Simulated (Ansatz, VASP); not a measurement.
# ZrNbGe2: VASP beside Ansatz

File INCAR:

```
SYSTEM = ZrNbGe2
PREC = Accurate
ENCUT = 600
EDIFF = 1E-6
ISMEAR = 0
SIGMA = 0.1
LREAL = .FALSE.
LASPH = .TRUE.
NELM = 80
ALGO = Normal
ISIF = 3
LWAVE = .FALSE.
LCHARG = .FALSE.
GGA = PE
IBRION = 2
NSW = 90
EDIFFG = -0.04
```

KPOINTS

```
Automatic mesh
0
G
  4 4 4
  0 0 0
```

Contents of POSCAR:

```
ZrNbGe2
1.0
   -2.7374936100      2.7374936100      2.9010979500
    2.7374936100     -2.7374936100      2.9010979500
    2.7374936100      2.7374936100     -2.9010979500
Zr Nb Ge
1 1 2
Direct
    0.5000000000      0.5000000000      0.0000000000
    0.0000000000      0.0000000000      0.0000000000
    0.7500000000      0.2500000000      0.5000000000
    0.2500000000      0.7500000000      0.5000000000
```

Input for Ansatz:

```yaml
crystal:
  lattice:
    - [-2.73749361, 2.73749361, 2.90109795]
    - [2.73749361, -2.73749361, 2.90109795]
    - [2.73749361, 2.73749361, -2.90109795]
  atoms:
    - { symbol: Zr, position: [0.5, 0.5, 0.0] }
    - { symbol: Nb, position: [0.0, 0.0, 0.0] }
    - { symbol: Ge, position: [0.75, 0.25, 0.5] }
    - { symbol: Ge, position: [0.25, 0.75, 0.5] }
basis:
  ecutwfc: 420
kpoints:
  mp_grid: { grid: [4, 4, 4] }
hamiltonian:
  xc: pbe
scf:
  occupations: { method: gaussian, width: 0.1 }
  lower_state_search: "off"
output:
  forces: true
  stress: true
  eigenvalues: true
relax:
  adjacent_minimum: "off"
  f_tol: 0.04
  max_steps: 70
  cell: { stress_tol: 0.4 }
```

Alike in both runs: task relaxation of cell and atoms; functional PBE; k mesh 4 × 4 × 4; occupations gaussian, width 0.1 eV; no spin polarisation.

```csv
,VASP,Ansatz
version,VASP 6.6.1,Ansatz 0.2.0
potentials or method,"VASP PAW PBE potentials, release 64 (Zr_sv, Nb_sv, Ge_d), cutoff 600 eV","scalar-relativistic, plane waves, PAW"
valence electrons in the cell,53,53
```

```csv
,VASP,Ansatz,Ansatz less VASP
"gap on the k mesh at the Fermi level, each at its own relaxed structure (eV)",none,none,-
relaxed volume (Å³/atom),17.81,17.81,+0.002
relaxed cell length with the largest relative difference (Å),4.554,4.554,+0.0001
```

A gap of «none» marks a metal or a gap that the smearing closes.

The k mesh is coarse, so the values compare programs but aren't converged. Noted on VASP's run: the volume moved by over 15 % at a fixed basis, so the end points are rough.
